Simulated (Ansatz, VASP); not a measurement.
# SnSe in VASP and in Ansatz

```xyz
2
Lattice="3.5530 0.0000 0.0000 0.0000 3.5530 0.0000 0.0000 0.0000 3.5530" Properties=species:S:1:pos:R:3 pbc="T T T"
Sn    0.0000    0.0000    0.0000
Se    1.7765    1.7765    1.7765
```

Alike in both runs: task single point; functional PBE; k mesh 14 × 14 × 14; occupations fermi-dirac, width 0.1 eV; collinear spin.

|  | VASP | Ansatz |
| --- | --- | --- |
| version | VASP 6.6.1 | Ansatz 0.2.0 |
| potentials or method | VASP PAW PBE potentials, release 64 (Sn_d, Se) | PAW with Ansatz's default frozen-core files, scalar-relativistic |
| plane-wave cutoff (eV) | 520 | 420 |
| valence electrons in the cell | 20 | 30 |

|  | VASP | Ansatz | Ansatz less VASP |
| --- | --- | --- | --- |
| gap on the k mesh at the Fermi level (eV) | none | none | - |
| pressure (GPa) | 6.4 | 6.3 | -0.01 |
| net moment per atom (μB) | 0.00 | 0.00 | 0.000 |

A gap of «none» marks a metal or a gap that the smearing closes. With one functional, cell and mesh, what is left measures potentials, basis and numerics. VASP's potentials hold 20 valence electrons a cell and Ansatz's 30, so a difference there can come from the potentials and not from the codes. Ansatz's warnings: seeded moment not kept.
